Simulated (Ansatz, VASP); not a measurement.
W in VASP and in Ansatz

INCAR

```
SYSTEM = W
PREC = Accurate
ENCUT = 520
EDIFF = 1E-6
ISMEAR = 0
SIGMA = 0.15
LREAL = .FALSE.
LASPH = .TRUE.
NELM = 80
ALGO = Fast
ISIF = 2
LWAVE = .FALSE.
LCHARG = .FALSE.
GGA = PS
NBANDS = 13
```

File KPOINTS:

```
Automatic mesh
0
G
  26 26 26
  0 0 0
```

Contents of POSCAR:

```
W
1.0
    0.0000000000      1.9390258939      2.0589656399
    1.9390258939      0.0000000000      2.0589656399
    1.9390258939      1.9390258939      0.0000000000
W
1
Direct
    0.0000000000      0.0000000000      0.0000000000
```

Input for Ansatz:

```yaml
crystal:
  lattice:
    - [0.0, 1.9390258939, 2.0589656399]
    - [1.9390258939, 0.0, 2.0589656399]
    - [1.9390258939, 1.9390258939, 0.0]
  atoms:
    - { symbol: W, position: [0.0, 0.0, 0.0] }
basis:
  ecutwfc: 420
kpoints:
  mp_grid: { grid: [26, 26, 26] }
hamiltonian:
  xc: pbesol
scf:
  occupations: { method: gaussian, width: 0.15 }
output:
  forces: true
  stress: true
  eigenvalues: true
```

Change from the starting cell: strain -0.030 along x and y, +0.030 along z, atoms carried along.

Alike in both runs: task single point; functional PBEsol; k mesh 26 × 26 × 26; occupations gaussian, width 0.15 eV; no spin polarisation.

```csv
,VASP,Ansatz
version,VASP 6.6.1,Ansatz 0.2.0
potentials or method,"VASP PAW PBE potentials, release 64 (W_sv), cutoff 520 eV","scalar-relativistic, plane waves, PAW"
valence electrons in the cell,14,14
```

|  | VASP | Ansatz | Ansatz less VASP |
| --- | --- | --- | --- |
| gap on the k mesh at the Fermi level (eV) | none | none | - |
| pressure (GPa) | 11.0 | 10.2 | -0.83 |
| traceless stress, the component that is largest in VASP (GPa) | 8.32 | 8.26 | -0.056 |

VASP's potentials were made for PBE, not for PBEsol. A gap of «none» marks a metal or a gap that the smearing closes. The functional is the same, so the differences come from potentials, cutoffs and numerics.

Spin-orbit coupling is off throughout.
